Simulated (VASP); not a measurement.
# GaP (zincblende type) (F-43m) in VASP: notebook

Runs on GaP (zincblende type). Level: LDA. Tasks: single point.

Everything below comes from runs of VASP 6.6.1. Logs are shortened: lines on timing, memory, paths and dates and some standing lists are left out, and cuts for length are marked.

### Step 1. The cell of the first run

It takes space group F-43m (No. 216, cubic). Conventional cell: a = 5.391 Å, b = 5.391 Å, c = 5.391 Å, α = 90.00°, β = 90.00°, γ = 90.00°. Within 3.1 Å of Ga (site symmetry -43m) lie 4 P at 2.33 Å. P (site symmetry -43m) has 4 Ga at 2.33 Å within 3.1 Å.

### Step 2. Single point, LDA

INCAR reads:

```
SYSTEM = GaP
  PREC = Accurate
  ENCUT = 520
  EDIFF = 1E-6
  ISMEAR = -1
  SIGMA = 0.02
  LREAL = .False.
  LASPH = .True.
  NELM = 60
  ALGO = Normal
  ISIF = 2
  LWAVE = .False.
  LCHARG = .False.
  GGA = CA
  NBANDS = 26
```

KPOINTS reads:

```
Automatic mesh
0
Gamma
  8 6 8
  0 0 0
```

POSCAR reads:

```
GaP
1.0
   -2.6955371980      2.6955371980      0.0000000000
    0.0000000000      0.0000000000      5.3910743960
    2.6955371980      2.6955371980      0.0000000000
Ga P
2 2
Direct
    0.0000000000      0.0000000000      0.0000000000
    0.5000000000      0.5000000000      0.5000000000
    0.0000000000      0.2500000000      0.5000000000
    0.5000000000      0.7500000000      0.0000000000
```

Potentials or basis: VASP PAW LDA potentials, release 64 (Ga_d, P).

Run with:

```console
$ cat potpaw_LDA.64/Ga_d/POTCAR potpaw_LDA.64/P/POTCAR > POTCAR
$ mpirun -np 1 vasp_std > vasp.out
```

OUTCAR:

```text
SYSTEM = GaP
   PREC = Accurate
   ENCUT = 520
   EDIFF = 1E-6
   ISMEAR = -1
   LREAL = .False.
   LASPH = .True.
   NELM = 60
   ISIF = 2
   GGA = CA

 ion  position               nearest neighbor table
   1  0.000  0.000  0.000-   3 2.33   4 2.33   3 2.33   4 2.33
   2  0.500  0.500  0.500-   3 2.33   4 2.33   4 2.33   3 2.33
   3  0.000  0.250  0.500-   1 2.33   2 2.33   1 2.33   2 2.33
   4  0.500  0.750  0.000-   1 2.33   2 2.33   2 2.33   1 2.33

  LATTYP: Found a simple tetragonal cell.
 ALAT       =     3.8120652633
 C/A-ratio  =     1.4142135624

  Lattice vectors:

 A1 = (   2.6955371980,  -2.6955371980,   0.0000000000)
 A2 = (   2.6955371980,   2.6955371980,   0.0000000000)
 A3 = (   0.0000000000,   0.0000000000,   5.3910743960)

Analysis of symmetry for initial positions (statically):
=====================================================================
 Subroutine PRICEL returns following result:

  LATTYP: Found a face centered cubic cell.
 ALAT       =     5.3910743960

  Lattice vectors:

 A1 = (   2.6955371980,   0.0000000000,   2.6955371980)
 A2 = (   2.6955371980,   2.6955371980,   0.0000000000)
 A3 = (   0.0000000000,   2.6955371980,   2.6955371980)

   2 primitive cells build up your supercell.

 Routine SETGRP: Setting up the symmetry group for a
 simple tetragonal supercell.

 Subroutine GETGRP returns: Found  8 space group operations
 (whereof  8 operations were pure point group operations)
 out of a pool of 16 trial point group operations.

The static configuration has the point symmetry D_2d.

Analysis of symmetry for dynamics (positions and initial velocities):
=====================================================================
 Subroutine PRICEL returns following result:

  LATTYP: Found a face centered cubic cell.
 ALAT       =     5.3910743960

  Lattice vectors:

 A1 = (   2.6955371980,   0.0000000000,   2.6955371980)
 A2 = (   2.6955371980,   2.6955371980,   0.0000000000)
 A3 = (   0.0000000000,   2.6955371980,   2.6955371980)

   2 primitive cells build up your supercell.

 Routine SETGRP: Setting up the symmetry group for a
 simple tetragonal supercell.

 Subroutine GETGRP returns: Found  8 space group operations
 (whereof  8 operations were pure point group operations)
 out of a pool of 16 trial point group operations.

[... 95 lines left out ...]
   LNONCOLLINEAR =      F non collinear calculations
   LSORBIT =      F    spin-orbit coupling
   LASPH  =      T    aspherical Exc in radial PAW
   ENCUT  =  520.0 eV  38.22 Ry    6.18 a.u.   7.09 10.02  7.09*2*pi/ulx,y,z
   NELM   =     60;   NELMIN=  2; NELMDL= -5     # of ELM steps
   EDIFF  = 0.1E-05   stopping-criterion for ELM
   LREAL  =      F    real-space projection
   EDIFFG = 0.1E-04   stopping-criterion for IOM
   NSW    =      0    number of steps for IOM
   IBRION =     -1    ionic relax: 0-MD 1-quasi-New 2-CG
   NFREE  =      0    steps in history (QN), initial steepest desc. (CG)
   ISIF   =      2    stress and relaxation
   ISYM   =      2    0-nonsym 1-usesym 2-fastsym
   POTIM  = 0.5000    time-step for ionic-motion
   TEBEG  =    0.0;   TEEND  =   0.0 temperature during run
   PSTRESS=    0.0 pullay stress
   NELECT =      36.0000    total number of electrons
   NUPDOWN=      -1.0000    fix difference up-down
   EMIN   =  10.00;   EMAX   =-10.00  energy-range for DOS
   EFERMI =   0.00;   METHOD = LEGACY
   ISMEAR =    -1;   SIGMA  =   0.02  broadening in eV -4-tet -1-fermi 0-gaus
   EFERMI_NEDOS =   21; number of points for ismear=-14 and -15
   IALGO  =     38    algorithm
   IMIX   =      4    mixing-type and parameters
     AMIX     =   0.40;   BMIX     =  1.00
     AMIX_MAG =   1.60;   BMIX_MAG =  1.00
  volume/ion in A,a.u.               =      19.59       132.17
  Fermi-wavevector in a.u.,A,eV,Ry     =   1.263311  2.387312 21.714288  1.595955
  Thomas-Fermi vector in A             =   2.396675
   LORBIT       =      0    0 simple, 1 ext, 2 COOP (PROOUT), +10 PAW based schemes
   GGA     = CA    functional components
   LHFCALC =     F    Hartree Fock is set to
   AEXX    =    0.0000 exact exchange contribution
   IVDW    =     0    specifies the selected vdW correction
   LEPSILON=     F    determine dielectric tensor
   LRPA    =     F    only Hartree local field effects (RPA)
 non-spin polarized calculation
  energy-cutoff  :      520.00
  volume of cell :       78.34
 maximum number of plane-waves:      2128
   NGX = 15   NGY = 21   NGZ = 15

 number of electron      36.0000046 magnetization

 Free energy of the ion-electron system (eV)
  ---------------------------------------------------
  ext. energy  EPLUGINS =         0.00000000
  ---------------------------------------------------
  free energy    TOTEN  =       -20.90535826 eV

  energy without entropy =      -20.90535826  energy(sigma->0) =      -20.90535826

 E-fermi :   5.2918     XC(G=0): -10.3116

 val. band max:        4.8489898811   @ k =   0.0000   0.0000   0.0000
 cond. band min:       6.2355470024   @ k =   0.0000   0.1667   0.0000
 fundamental gap:      1.3865571213
 Fermi energy:         5.2917836132

 k-point     1 :       0.0000    0.0000    0.0000
  band No.  band energies     occupation
      1     -10.0399      2.00000
      2      -9.9161      2.00000
      3      -9.9161      2.00000
      4      -9.9160      2.00000
      5      -9.8485      2.00000
      6      -9.8444      2.00000
[... 685 lines left out ...]
     25      12.4797      0.00000
     26      12.4797      0.00000

 [... further k-points ...]

------------------------ aborting loop because EDIFF is reached ----------------------------------------

  FORCE on cell =-STRESS in cart. coord.  units (eV):
  Direction    XX          YY          ZZ          XY          YZ          ZX
  --------------------------------------------------------------------------------------
  -------------------------------------------------------------------------------------
  Total        0.0622818      0.0622818      0.0472797      0.0000000     -0.0000000      0.0000000
  in kB        1.2737255      1.2737255      0.9669180      0.0000000     -0.0000000      0.0000000
  external PRESSURE =       1.1714563 kB  Pullay stress =       0.0000000 kB

 VOLUME and BASIS-vectors are now :
 -----------------------------------------------------------------------------
  energy-cutoff  :      520.00
  volume of cell :       78.34
      direct lattice vectors                 reciprocal lattice vectors
    -2.695537198  2.695537198  0.000000000    -0.185491783  0.185491783  0.000000000
     0.000000000  0.000000000  5.391074396     0.000000000  0.000000000  0.185491783
     2.695537198  2.695537198  0.000000000     0.185491783  0.185491783  0.000000000

 POSITION                                       TOTAL-FORCE (eV/Angst)
 -----------------------------------------------------------------------------------
      0.00000      0.00000      0.00000         0.000000     -0.000000     -0.000000
      0.00000      2.69554      2.69554        -0.000000      0.000000     -0.000000
      1.34777      1.34777      1.34777        -0.000000      0.000000      0.000000
     -1.34777      1.34777      4.04331        -0.000000      0.000000      0.000000
 -----------------------------------------------------------------------------------
    total drift:                                0.000000      0.000000     -0.000003

  FREE ENERGIE OF THE ION-ELECTRON SYSTEM (eV)
  ---------------------------------------------------
  free  energy   TOTEN  =       -20.9053582648 eV

  energy  without entropy=      -20.9053582648  energy(sigma->0) =      -20.90535826
```

Run time: 55 s. Hardware: 1 thread of Intel Xeon 6975P-C, shared host; peak memory 0.23 GiB.

Results:

| Quantity | Value |
| --- | --- |
| Free energy | -20.9054 eV |
| Pressure | 0.1 GPa |
| Band gap on the k mesh | 1.39 eV |

Levels at points of the mesh, in eV from the valence-band top:
| k point | band 15 | band 16 | band 17 | band 18 | band 19 | band 20 | band 21 | band 22 |
| --- | --- | --- | --- | --- | --- | --- | --- | --- |
| (0.00, 0.00, 0.00) | -2.82 | 0.00 | 0.00 | 0.00 | 1.43 | 1.65 | 1.91 | 3.78 |
| (0.50, 0.00, 0.00) | -3.60 | -3.60 | -1.27 | -1.27 | 3.10 | 3.10 | 5.67 | 5.67 |
| (0.00, 0.50, 0.00) | -1.78 | -1.78 | -1.78 | -1.78 | 2.01 | 2.01 | 3.65 | 3.65 |
| (0.50, 0.50, 0.00) | -1.18 | -1.18 | -1.18 | -1.18 | 1.62 | 1.62 | 4.62 | 4.62 |
| (0.50, 0.00, 0.50) | -2.82 | -2.82 | -2.82 | -2.82 | 1.43 | 1.43 | 1.65 | 1.65 |
| (0.50, 0.50, 0.50) | -3.78 | -3.78 | -3.64 | -3.64 | 4.60 | 4.60 | 4.92 | 4.92 |

A k mesh can miss the band edges.

### Step 3. Single point, LDA

INCAR reads:

```
SYSTEM = GaP
  ALGO = Normal
  EDIFF = 1E-7
  ENCUT = 520
  ISIF = 2
  ISMEAR = -1
  LASPH = .TRUE.
  LCHARG = .FALSE.
  LREAL = .FALSE.
  LWAVE = .FALSE.
  NBANDS = 26
  NELM = 60
  PREC = Accurate
  SIGMA = 0.02
```

KPOINTS reads:

```
k-points
0
G
  8 6 8
  0 0 0
```

POSCAR is that of step 2.

Potentials or basis: VASP PAW LDA potentials, release 64 (Ga_d, P).

Run with:

```console
$ cat potpaw_LDA.64/Ga_d/POTCAR potpaw_LDA.64/P/POTCAR > POTCAR
$ mpirun -np 1 vasp_std > vasp.out
```

Wall time 77 s (1 thread of Intel Xeon 6975P-C, shared host); peak memory 0.23 GiB.

Results (log left out):

| Quantity | Value |
| --- | --- |
| Free energy | -20.9054 eV |
| Pressure | 0.1 GPa |
| Band gap on the k mesh | 1.39 eV |

Levels at points of the mesh, in eV from the valence-band top:
| k point | band 16 | band 17 | band 18 | band 19 | band 20 | band 21 |
| --- | --- | --- | --- | --- | --- | --- |
| (0.00, 0.00, 0.00) | 0.00 | 0.00 | 0.00 | 1.43 | 1.65 | 1.91 |
| (0.50, 0.00, 0.00) | -3.60 | -1.27 | -1.27 | 3.10 | 3.10 | 5.67 |
| (0.00, 0.50, 0.00) | -1.78 | -1.78 | -1.78 | 2.01 | 2.01 | 3.65 |
| (0.50, 0.50, 0.00) | -1.18 | -1.18 | -1.18 | 1.62 | 1.62 | 4.62 |
| (0.50, 0.00, 0.50) | -2.82 | -2.82 | -2.82 | 1.43 | 1.43 | 1.65 |
| (0.50, 0.50, 0.50) | -3.78 | -3.64 | -3.64 | 4.60 | 4.60 | 4.92 |

A k mesh can miss the band edges. As with any semilocal functional, this LDA gap is likely too small.
